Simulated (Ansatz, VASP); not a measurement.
# ZrS in VASP and in Ansatz

Contents of INCAR:

```
PREC = Accurate ; ENCUT = 520
EDIFF = 1E-7 ; ISMEAR = 0
SIGMA = 0.15 ; LREAL = False
LASPH = True ; NELM = 60
ALGO = Normal ; ISIF = 2
LWAVE = False ; LCHARG = True
GGA = PS ; LELF = True
LVHAR = True ; NBANDS = 16
```

KPOINTS

```
Automatic mesh
0
Gamma
  16 16 16
```

File POSCAR:

```
ZrS
1.0
    0.0000000000      2.5462500000      2.7037500000
    2.5462500000      0.0000000000      2.7037500000
    2.5462500000      2.5462500000      0.0000000000
Zr S
1 1
Direct
    0.0000000000      0.0000000000      0.0000000000
    0.5000000000      0.5000000000      0.5000000000
```

Input for Ansatz:

```yaml
crystal:
  lattice:
    - [0.0, 2.54625, 2.70375]
    - [2.54625, 0.0, 2.70375]
    - [2.54625, 2.54625, 0.0]
  atoms:
    - { symbol: Zr, position: [0.0, 0.0, 0.0] }
    - { symbol: S, position: [0.5, 0.5, 0.5] }
basis:
  ecutwfc: 420
kpoints:
  mp_grid: { grid: [16, 16, 16] }
hamiltonian:
  xc: pbesol
scf:
  occupations: { method: gaussian, width: 0.15 }
output:
  forces: true
  stress: true
  eigenvalues: true
```

Change from the starting cell: strain -0.030 along x and y, +0.030 along z, atoms carried along.

Alike in both runs: task single point; functional PBEsol; k mesh 16 × 16 × 16; occupations gaussian, width 0.15 eV; no spin polarisation.

|  | VASP | Ansatz |
| --- | --- | --- |
| version | VASP 6.6.1 | Ansatz 0.2.0 |
| potentials or method | VASP PAW PBE potentials, release 64 (Zr_sv, S), cutoff 520 eV | scalar-relativistic, plane waves, PAW |
| valence electrons in the cell | 18 | 18 |

|  | VASP | Ansatz | Ansatz less VASP |
| --- | --- | --- | --- |
| gap on the k mesh at the Fermi level (eV) | none | none | - |
| pressure (GPa) | -0.9 | -1.1 | -0.21 |
| traceless stress, the component that is largest in VASP (GPa) | -9.96 | -9.88 | +0.077 |

VASP's potentials were made for PBE, not for PBEsol. A gap of «none» marks a metal or a gap that the smearing closes. The functional is the same, so the differences come from potentials, cutoffs and numerics.
